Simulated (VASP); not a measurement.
# Bi2Te3 (R-3m) in VASP: further runs

Bi2Te3 is run at these levels: PBE; tasks: electric field gradients.

Program: VASP 6.6.1. These are calculated values, not measurements. Logs are shortened: lines on timing, memory, paths and dates and some standing lists are left out, and cuts for length are marked.

## (1) The cell of the first run

The structure is trigonal, space group R-3m (No. 166). The conventional cell has a = 4.386 Å, b = 4.386 Å, c = 29.582 Å, α = 90.00°, β = 90.00°, γ = 120.00°. Bi (site symmetry 3m) has 6 Te at 3.05 to 3.21 Å within 4.0 Å. Within 4.2 Å of Te (site symmetry -3m) lie 6 Bi at 3.21 Å. Te (site symmetry 3m) has 3 Bi at 3.05 Å and 3 Te at 3.58 Å within 4.0 Å.

## (2) Electric field gradients, PBE (zz strain of -3 %)

The input, INCAR:

```
SYSTEM = Bi2Te3
PREC = Accurate ; ENCUT = 520
EDIFF = 1E-8 ; ISMEAR = -1
SIGMA = 0.08 ; LREAL = .False.
LASPH = .True. ; NELM = 80
ALGO = Normal ; ISIF = 2
LWAVE = .False. ; LCHARG = .False.
GGA = PE ; LEFG = .True.
NBANDS = 32
```

The input, KPOINTS:

```
regular mesh
0
Gamma
  7 7 7
  0 0 0
```

The input, POSCAR:

```
Bi2Te3
1.0
    2.1930005584      1.2661294627      9.8606999000
   -2.1930005584      1.2661294627      9.8606999000
    0.0000000000     -2.5322589254      9.8606999000
Bi Te
2 3
Direct
    0.4000000000      0.4000000000      0.4000000000
    0.6000000000      0.6000000000      0.6000000000
    0.0000000000      0.0000000000      0.0000000000
    0.2095000000      0.2095000000      0.2095000000
    0.7905000000      0.7905000000      0.7905000000
```

Potentials or basis: VASP PAW PBE potentials, release 64 (Bi_d, Te).

The run is started by

```sh
cat potpaw_PBE.64/Bi_d/POTCAR potpaw_PBE.64/Te/POTCAR > POTCAR
mpirun -np 1 vasp_std > vasp.out
```

OUTCAR:

```text
SYSTEM = Bi2Te3
   PREC = Accurate
   ENCUT = 520
   EDIFF = 1E-8
   ISMEAR = -1
   LREAL = .False.
   LASPH = .True.
   NELM = 80
   ISIF = 2
   GGA = PE

 ion  position               nearest neighbor table
   1  0.400  0.400  0.400-   5 3.05   5 3.05   5 3.05   3 3.21   3 3.21   3 3.21
   2  0.600  0.600  0.600-   4 3.05   4 3.05   4 3.05   3 3.21   3 3.21   3 3.21
   3  0.000  0.000  0.000-   2 3.21   1 3.21   2 3.21   2 3.21   1 3.21   1 3.21
   4  0.209  0.209  0.209-   2 3.05   2 3.05   2 3.05   5 3.58   5 3.58   5 3.58
   5  0.791  0.791  0.791-   1 3.05   1 3.05   1 3.05   4 3.58   4 3.58   4 3.58

  LATTYP: Found a trigonal (rhomboedric) cell.
 ALAT       =    10.1806550763
 COS(alpha) =     0.9071982784

  Lattice vectors:

 A1 = (   2.1930005584,   1.2661294627,   9.8606999000)
 A2 = (  -2.1930005584,   1.2661294627,   9.8606999000)
 A3 = (   0.0000000000,  -2.5322589254,   9.8606999000)

Analysis of symmetry for initial positions (statically):
=====================================================================
 Subroutine PRICEL returns:
 Original cell was already a primitive cell.

 Routine SETGRP: Setting up the symmetry group for a
 trigonal (rhombohedral) supercell.

 Subroutine GETGRP returns: Found 12 space group operations
 (whereof 12 operations were pure point group operations)
 out of a pool of 12 trial point group operations.

The static configuration has the point symmetry D_3d.

Analysis of symmetry for dynamics (positions and initial velocities):
=====================================================================
 Subroutine PRICEL returns:
 Original cell was already a primitive cell.

 Routine SETGRP: Setting up the symmetry group for a
 trigonal (rhombohedral) supercell.

 Subroutine GETGRP returns: Found 12 space group operations
 (whereof 12 operations were pure point group operations)
 out of a pool of 12 trial point group operations.

The dynamic configuration has the point symmetry D_3d.

 Subroutine INISYM returns: Found 12 space group operations
 (whereof 12 operations are pure point group operations),
 and found     1 'primitive' translations

----------------------------------------------------------------------------------------

                                     Primitive cell

  volume of cell :     164.2767

  direct lattice vectors                    reciprocal lattice vectors
     2.193000558  1.266129463  9.860699900     0.227998118  0.131634775  0.033804227
    -2.193000558  1.266129463  9.860699900    -0.227998118  0.131634775  0.033804227
     0.000000000 -2.532258925  9.860699900     0.000000000 -0.263269550  0.033804227

  length of vectors
    10.180655076 10.180655076 10.180655076     0.265430935  0.265430935  0.265430935

  position of ions in fractional coordinates (direct lattice)
     0.400000000  0.400000000  0.400000000
     0.600000000  0.600000000  0.600000000
     0.000000000  0.000000000  0.000000000
     0.209500000  0.209500000  0.209500000
     0.790500000  0.790500000  0.790500000

  ion indices of the primitive-cell ions
   primitive index   ion index
                 1           1
                 2           2
                 3           3
                 4           4
                 5           5

----------------------------------------------------------------------------------------

 KPOINTS: regular mesh

Automatic generation of k-mesh.
 Grid dimensions read from file:
 generate k-points for:    7    7    7

 Generating k-lattice:
[... 46 lines left out ...]
   total plane-waves  NPLWV = 512000
   dimension x,y,z NGX =    80 NGY =   80 NGZ =   80
   dimension x,y,z NGXF=   160 NGYF=  160 NGZF=  160
   ions per type =               2   3
   NGX,Y,Z   is equivalent  to a cutoff of  13.06, 13.06, 13.06 a.u.
   NGXF,Y,Z  is equivalent  to a cutoff of  26.13, 26.13, 26.13 a.u.
 SYSTEM =  Bi2Te3
   PREC   = accura    normal or accurate (medium, high low for compatibility)
   ISTART =      0    job   : 0-new  1-cont  2-samecut
   ICHARG =      2    charge: 1-file 2-atom 10-const
   ISPIN  =      1    spin polarized calculation?
   LNONCOLLINEAR =      F non collinear calculations
   LSORBIT =      F    spin-orbit coupling
   LASPH  =      T    aspherical Exc in radial PAW
   ENCUT  =  520.0 eV  38.22 Ry    6.18 a.u.  18.93 18.93 18.93*2*pi/ulx,y,z
   NELM   =     80;   NELMIN=  2; NELMDL= -5     # of ELM steps
   EDIFF  = 0.1E-07   stopping-criterion for ELM
   LREAL  =      F    real-space projection
   EDIFFG = 0.1E-06   stopping-criterion for IOM
   NSW    =      0    number of steps for IOM
   IBRION =     -1    ionic relax: 0-MD 1-quasi-New 2-CG
   NFREE  =      0    steps in history (QN), initial steepest desc. (CG)
   ISIF   =      2    stress and relaxation
   ISYM   =      2    0-nonsym 1-usesym 2-fastsym
   POTIM  = 0.5000    time-step for ionic-motion
   TEBEG  =    0.0;   TEEND  =   0.0 temperature during run
   PSTRESS=    0.0 pullay stress
   NELECT =      48.0000    total number of electrons
   NUPDOWN=      -1.0000    fix difference up-down
   EMIN   =  10.00;   EMAX   =-10.00  energy-range for DOS
   EFERMI =   0.00;   METHOD = LEGACY
   ISMEAR =    -1;   SIGMA  =   0.08  broadening in eV -4-tet -1-fermi 0-gaus
   EFERMI_NEDOS =   21; number of points for ismear=-14 and -15
   IALGO  =     38    algorithm
   IMIX   =      4    mixing-type and parameters
     AMIX     =   0.40;   BMIX     =  1.00
     AMIX_MAG =   1.60;   BMIX_MAG =  1.00
  volume/ion in A,a.u.               =      32.86       221.72
  Fermi-wavevector in a.u.,A,eV,Ry     =   1.086334  2.052873 16.056523  1.180121
  Thomas-Fermi vector in A             =   2.222468
   LORBIT       =      0    0 simple, 1 ext, 2 COOP (PROOUT), +10 PAW based schemes
   GGA     = PE    functional components
   LHFCALC =     F    Hartree Fock is set to
   AEXX    =    0.0000 exact exchange contribution
   IVDW    =     0    specifies the selected vdW correction
   LEPSILON=     F    determine dielectric tensor
   LRPA    =     F    only Hartree local field effects (RPA)
 non-spin polarized calculation
  energy-cutoff  :      520.00
  volume of cell :      164.28
 maximum number of plane-waves:      4446
 NGX is ok and might be reduce to    80
   NGX = 37   NGY = 37   NGZ = 37

 number of electron      47.9999998 magnetization

 Free energy of the ion-electron system (eV)
  ---------------------------------------------------
  ext. energy  EPLUGINS =         0.00000000
  ---------------------------------------------------
  free energy    TOTEN  =       -18.23963283 eV

  energy without entropy =      -18.23764635  energy(sigma->0) =      -18.23863959

 E-fermi :   6.6884     XC(G=0):  -9.4641

 val. band max:        6.5791430019   @ k =   0.0000   0.0000   0.0000
 cond. band min:       6.7499461806   @ k =   0.0000   0.0000   0.0000
 fundamental gap:      0.1708031788
 Fermi energy:         6.6883601576

 k-point     1 :       0.0000    0.0000    0.0000
  band No.  band energies     occupation
      1     -16.6288      2.00000
      2     -16.6288      2.00000
      3     -16.6269      2.00000
      4     -16.6269      2.00000
      5     -16.6187      2.00000
      6     -16.6171      2.00000
[... 829 lines left out ...]
     31      10.9074      0.00000
     32      10.9497      0.00000

 [... further k-points ...]

------------------------ aborting loop because EDIFF is reached ----------------------------------------

  FORCE on cell =-STRESS in cart. coord.  units (eV):
  Direction    XX          YY          ZZ          XY          YZ          ZX
  --------------------------------------------------------------------------------------
  -------------------------------------------------------------------------------------
  Total        3.5727701      3.5727701      4.4165543      0.0000000      0.0000000      0.0000000
  in kB       34.8449464     34.8449464     43.0743074      0.0000000      0.0000000      0.0000000
  external PRESSURE =      37.5880667 kB  Pullay stress =       0.0000000 kB

 VOLUME and BASIS-vectors are now :
 -----------------------------------------------------------------------------
  energy-cutoff  :      520.00
  volume of cell :      164.28
      direct lattice vectors                 reciprocal lattice vectors
     2.193000558  1.266129463  9.860699900     0.227998118  0.131634775  0.033804227
    -2.193000558  1.266129463  9.860699900    -0.227998118  0.131634775  0.033804227
     0.000000000 -2.532258925  9.860699900     0.000000000 -0.263269550  0.033804227

 POSITION                                       TOTAL-FORCE (eV/Angst)
 -----------------------------------------------------------------------------------
      0.00000      0.00000     11.83284         0.000000     -0.000000     -0.044604
      0.00000      0.00000     17.74926         0.000000      0.000000      0.044604
      0.00000      0.00000      0.00000         0.000000      0.000000      0.000000
      0.00000      0.00000      6.19745         0.000000     -0.000000     -0.225979
      0.00000      0.00000     23.38465         0.000000      0.000000      0.225979
 -----------------------------------------------------------------------------------
    total drift:                               -0.000000     -0.000000     -0.000000

  FREE ENERGIE OF THE ION-ELECTRON SYSTEM (eV)
  ---------------------------------------------------
  free  energy   TOTEN  =       -18.2396328267 eV

  energy  without entropy=      -18.2376463463  energy(sigma->0) =      -18.23863959

 Electric field gradients (V/A^2)
---------------------------------------------------------------------
 ion       V_xx      V_yy      V_zz      V_xy      V_xz      V_yz
---------------------------------------------------------------------
   1      -4.940    -4.940     9.879     0.000     0.000     0.000
   2      -4.940    -4.940     9.879     0.000    -0.000     0.000
   3     -33.539   -33.539    67.078    -0.000    -0.000     0.000
   4       4.986     4.986    -9.972    -0.000    -0.000     0.000
   5       4.986     4.986    -9.972    -0.000    -0.000     0.000
---------------------------------------------------------------------

 Electric field gradients after diagonalization (V/A^2)
 (convention: |V_zz| > |V_xx| > |V_yy|)
----------------------------------------------------------------------
 ion       V_xx      V_yy      V_zz     asymmetry (V_yy - V_xx)/ V_zz
----------------------------------------------------------------------
   1      -4.940    -4.940     9.879       0.000
   2      -4.940    -4.940     9.879       0.000
   3     -33.539   -33.539    67.078       0.000
   4       4.986     4.986    -9.972       0.000
   5       4.986     4.986    -9.972       0.000
----------------------------------------------------------------------

           NMR quadrupolar parameters

 Cq : quadrupolar parameter    Cq=e*Q*V_zz/h
 eta: asymmetry parameters     (V_yy - V_xx)/ V_zz
 Q  : nuclear electric quadrupole moment in mb (millibarn)
----------------------------------------------------------------------
 ion       Cq(MHz)       eta       Q (mb)
----------------------------------------------------------------------
   1       0.024       0.000       1.000
   2       0.024       0.000       1.000
   3       0.162       0.000       1.000
   4      -0.024       0.000       1.000
   5      -0.024       0.000       1.000
----------------------------------------------------------------------
```

It took 38 min on 1 thread of Intel Xeon 8259CL, shared host; peak memory 1 GiB.

Results:

```yaml
Free_energy: -18.2396 eV
Pressure: 3.8 GPa
Largest_force: 0.226 eV/Å
Band_gap_on_the_k_mesh: 0.17 eV
Largest_electric_field_gradient_by_atom: Bi +9.9; Te +67.1, -10.0 (each value once) V/Å²
```

Forces in eV/Å, atoms in the order of the input:
```
Bi   0.000  0.000 -0.045
Bi   0.000  0.000  0.045
Te   0.000  0.000  0.000
Te   0.000  0.000 -0.226
Te   0.000  0.000  0.226
```

Stress tensor (GPa, compression positive):
```
3.48 0.00 0.00
0.00 3.48 0.00
0.00 0.00 4.31
```

Electric field gradients, principal values (V/Å²):
| atom | least | middle | greatest (by size) |
| --- | --- | --- | --- |
| 1 Bi | -4.940 | -4.940 | 9.879 |
| 2 Bi | -4.940 | -4.940 | 9.879 |
| 3 Te | -33.539 | -33.539 | 67.078 |
| 4 Te | 4.986 | 4.986 | -9.972 |
| 5 Te | 4.986 | 4.986 | -9.972 |

Caveat: the cell differs from its parent crystal (zz strain of -3 %); the cell stands under pressure; without QUAD_EFG the Cq values of the log hold for a quadrupole moment of 1 mb, not for the nuclei; spin-orbit coupling is left out, which moves the levels of the heavy elements.

## (3) Electric field gradients, PBE (zz strain of -1 %)

The input, INCAR:

```
SYSTEM = Bi2Te3
ALGO = Normal
EDIFF = 1E-8
ENCUT = 520
GGA = PE
ISIF = 2
ISMEAR = -1
LASPH = .True.
LCHARG = .False.
LEFG = .True.
LREAL = .False.
LWAVE = .False.
NBANDS = 32
NELM = 60
PREC = Accurate
SIGMA = 0.08
```

The input, KPOINTS:

```
k-points
0
Gamma
  7 7 7
  0 0 0
```

POSCAR: that of step 2 with these lines changed.

```diff
@@ -2,5 +2,5 @@
 1.0
-    2.1930005584      1.2661294627      9.8606999000
-   -2.1930005584      1.2661294627      9.8606999000
-    0.0000000000     -2.5322589254      9.8606999000
+    2.1930005584      1.2661294627     10.0640133000
+   -2.1930005584      1.2661294627     10.0640133000
+    0.0000000000     -2.5322589254     10.0640133000
 Bi Te
```

Potentials or basis: VASP PAW PBE potentials, release 64 (Bi_d, Te).

The run is started by

```sh
cat potpaw_PBE.64/Bi_d/POTCAR potpaw_PBE.64/Te/POTCAR > POTCAR
mpirun -np 1 vasp_std > vasp.out
```

OUTCAR:

```text
SYSTEM = Bi2Te3
   EDIFF = 1E-8
   ENCUT = 520
   GGA = PE
   ISIF = 2
   ISMEAR = -1
   LASPH = .True.
   LREAL = .False.
   NELM = 60
   PREC = Accurate

 ion  position               nearest neighbor table
   1  0.400  0.400  0.400-   5 3.06   5 3.06   5 3.06   3 3.23   3 3.23   3 3.23
   2  0.600  0.600  0.600-   4 3.06   4 3.06   4 3.06   3 3.23   3 3.23   3 3.23
   3  0.000  0.000  0.000-   2 3.23   1 3.23   2 3.23   2 3.23   1 3.23   1 3.23
   4  0.209  0.209  0.209-   2 3.06   2 3.06   2 3.06   5 3.62   5 3.62   5 3.62
   5  0.791  0.791  0.791-   1 3.06   1 3.06   1 3.06   4 3.62   4 3.62   4 3.62

  LATTYP: Found a trigonal (rhomboedric) cell.
 ALAT       =    10.3777020081
 COS(alpha) =     0.9106889720

  Lattice vectors:

 A1 = (   2.1930005584,   1.2661294627,  10.0640133000)
 A2 = (  -2.1930005584,   1.2661294627,  10.0640133000)
 A3 = (   0.0000000000,  -2.5322589254,  10.0640133000)
[... 1051 lines left out ...]
      0.00000      0.00000     12.07682         0.000000      0.000000      0.001993
      0.00000      0.00000     18.11522         0.000000      0.000000     -0.001993
      0.00000      0.00000      0.00000         0.000000      0.000000     -0.000000
      0.00000      0.00000      6.32523         0.000000      0.000000     -0.055909
      0.00000      0.00000     23.86681         0.000000     -0.000000      0.055909
 -----------------------------------------------------------------------------------
    total drift:                               -0.000000     -0.000000     -0.000000

  FREE ENERGIE OF THE ION-ELECTRON SYSTEM (eV)
  ---------------------------------------------------
  free  energy   TOTEN  =       -18.3128823685 eV

  energy  without entropy=      -18.3113252806  energy(sigma->0) =      -18.31210382

 Electric field gradients (V/A^2)
---------------------------------------------------------------------
 ion       V_xx      V_yy      V_zz      V_xy      V_xz      V_yz
---------------------------------------------------------------------
   1     -10.583   -10.583    21.165     0.000     0.000     0.000
   2     -10.583   -10.583    21.165     0.000    -0.000     0.000
   3     -42.578   -42.578    85.156    -0.000    -0.000     0.000
   4      -1.416    -1.416     2.833    -0.000    -0.000     0.000
   5      -1.416    -1.416     2.833    -0.000    -0.000     0.000
---------------------------------------------------------------------

 Electric field gradients after diagonalization (V/A^2)
 (convention: |V_zz| > |V_xx| > |V_yy|)
----------------------------------------------------------------------
 ion       V_xx      V_yy      V_zz     asymmetry (V_yy - V_xx)/ V_zz
----------------------------------------------------------------------
   1     -10.583   -10.583    21.165       0.000
   2     -10.583   -10.583    21.165       0.000
   3     -42.578   -42.578    85.156       0.000
   4      -1.416    -1.416     2.833       0.000
   5      -1.416    -1.416     2.833       0.000
----------------------------------------------------------------------

           NMR quadrupolar parameters

 Cq : quadrupolar parameter    Cq=e*Q*V_zz/h
 eta: asymmetry parameters     (V_yy - V_xx)/ V_zz
 Q  : nuclear electric quadrupole moment in mb (millibarn)
----------------------------------------------------------------------
 ion       Cq(MHz)       eta       Q (mb)
----------------------------------------------------------------------
   1       0.051       0.000       1.000
   2       0.051       0.000       1.000
   3       0.206       0.000       1.000
   4       0.007       0.000       1.000
   5       0.007       0.000       1.000
----------------------------------------------------------------------
```

stdout:

```text
POSCAR found type information on POSCAR BiTe
 POSCAR found :  2 types and       5 ions
 scaLAPACK will be used
 LDA part: xc-table for (Slater+PW92), standard interpolation
 POSCAR, INCAR and KPOINTS ok, starting setup
 FFT: planning ... GRIDC
 FFT: planning ... GRID_SOFT
 FFT: planning ... GRID
 WAVECAR not read
 entering main loop
ion   1

ion   2

ion   3

ion   4

ion   5
```

Run time: 41 min. Hardware: 1 thread of Intel Xeon 8259CL, shared host; peak memory 1 GiB.

Results:

- Free energy: -18.3129 eV
- Pressure: 2.5 GPa
- Largest force: 0.056 eV/Å
- Band gap on the k mesh: 0.24 eV
- Largest electric field gradient by atom: Bi +21.2; Te +85.2, +2.8 (each value once) V/Å²

Forces in eV/Å, atoms in the order of the input:
```
Bi   0.000  0.000  0.002
Bi   0.000  0.000 -0.002
Te   0.000  0.000  0.000
Te   0.000  0.000 -0.056
Te   0.000  0.000  0.056
```

Electric field gradients, principal values (V/Å²):
| atom | least | middle | greatest (by size) |
| --- | --- | --- | --- |
| 1 Bi | -10.583 | -10.583 | 21.165 |
| 2 Bi | -10.583 | -10.583 | 21.165 |
| 3 Te | -42.578 | -42.578 | 85.156 |
| 4 Te | -1.416 | -1.416 | 2.833 |
| 5 Te | -1.416 | -1.416 | 2.833 |

Caveat: the cell differs from its parent crystal (zz strain of -1 %); without QUAD_EFG the Cq values of the log hold for a quadrupole moment of 1 mb, not for the nuclei; spin-orbit coupling is left out, which moves the levels of the heavy elements. A k mesh can miss the band edges.

[end of part 1 of 2]
